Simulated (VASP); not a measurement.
Crystal: SnO.

```
Sn O
1.0
     3.13193    0.00000    0.00000
     0.00000    3.13193    0.00000
     0.00000    0.00000    3.13193
Sn O
1 1
Direct
  0.00000 0.00000 0.00000
  0.50000 0.50000 0.50000
```

Base run:

```yaml
Program: VASP 6.6.1
Functional: PBE-based screened hybrid
Potentials_or_basis: VASP PAW PBE potentials, release 64 (Sn_d, O)
Cutoff: 520 eV
k_mesh: 5 × 5 × 5
Occupations: fermi-dirac, width 0.05 eV
Spin: no spin polarisation
```

Its results: band gap on the k mesh 1.83 eV, indirect (least direct gap 2.32 eV); pressure -3.0 GPa.

Question: The run is repeated on the same cell with these changes: share of exact exchange from 0.2 to 0.25. What comes out?

Answer: Band gap on the k mesh 1.98 eV, indirect (least direct gap 2.46 eV); pressure -3.7 GPa.

Caveats: the PAW data sets were made with another functional, which shifts forces and pressure a little; spin-orbit coupling is left out, which moves the levels of the heavy elements.

A k mesh can miss the band edges.
